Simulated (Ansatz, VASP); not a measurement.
## AgI in VASP and in Ansatz

```xyz
2
Lattice="0.0000 2.9948 2.9948 2.9948 0.0000 2.9948 2.9948 2.9948 0.0000" Properties=species:S:1:pos:R:3 pbc="T T T"
Ag    0.0000    0.0000    0.0000
I     1.4974    1.4974    1.4974
```

Change from the starting cell: volume scaled by 0.8, LAPW.

Alike in both runs: task single point; functional PBEsol; k mesh 12 × 12 × 12; occupations fermi-dirac, width 0.05 eV; no spin polarisation.

|  | VASP | Ansatz |
| --- | --- | --- |
| version | VASP 6.6.1 | Ansatz 0.2.0 |
| potentials or method | VASP PAW PBE potentials, release 64 (Ag, I), cutoff 500 eV | all-electron LAPW, scalar-relativistic |

VASP gave:

| Quantity | Value |
| --- | --- |
| pressure (GPa) | 13.7 |

Question: Which values does Ansatz return?

Answer: Pressure (GPa): 13.9.

VASP's potentials were made for PBE, not for PBEsol. Ansatz ran all-electron here, and VASP with PAW potentials.

Spin-orbit coupling is off throughout.
